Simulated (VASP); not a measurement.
Write the native input for VASP 6.6.1 that does the following.

```yaml
Task: single point
Functional: PBE
Potentials_or_basis: VASP PAW PBE potentials, release 64 (Ga_d, Sb)
Cutoff: 520 eV
k_mesh: 6 × 6 × 4
Occupations: gaussian, width 0.1 eV
Spin: no spin polarisation
Dipole_correction: no
Further_INCAR_settings: ALGO = Normal; EDIFF = 1e-07; NBANDS = 22
```

The structure of GaSb3 lies in POSCAR:

```
GaSb3
1.0
    5.0159891925      0.0000000000      0.0000000000
   -2.5079945963      4.3439740659      0.0000000000
    0.0000000000      0.0000000000      5.6034216451
Ga Sb
1 3
Direct
    0.6666666667      0.3333333333      0.0000000000
    0.3333333333      0.6666666667      0.0000000000
    0.0000000000      0.0000000000      0.5000000000
    0.6666666667      0.3333333333      0.5000000000
```

The cell was built from a structure type or drawn by symmetry, and may not be a known phase.

These files were run (other wordings do the same):

INCAR

```
PREC = Accurate
ENCUT = 520
EDIFF = 1E-7
ISMEAR = 0
SIGMA = 0.1
LREAL = False
LASPH = True
NELM = 80
ALGO = Normal
ISIF = 2
LWAVE = False
LCHARG = False
GGA = PE
NBANDS = 22
```

KPOINTS

```
regular mesh
0
Gamma
  6 6 4
```

Potentials or basis: VASP PAW PBE potentials, release 64 (Ga_d, Sb).

The run is started by

```bash
$ cat potpaw_PBE.64/Ga_d/POTCAR potpaw_PBE.64/Sb/POTCAR > POTCAR
$ mpirun -np 1 vasp_std > vasp.out
```

It gave:

```
Pressure               : 0.2 GPa
Band gap on the k mesh : zero (bands 14 and 15 overlap by 1.31 eV)
```

Caveat: spin-orbit coupling is left out, which moves the levels of the heavy elements.

It took 32 s on 1 thread of AMD EPYC 9R45 96-Core Processor (Zen 5), with other jobs on the host, peak memory 0.23 GiB.
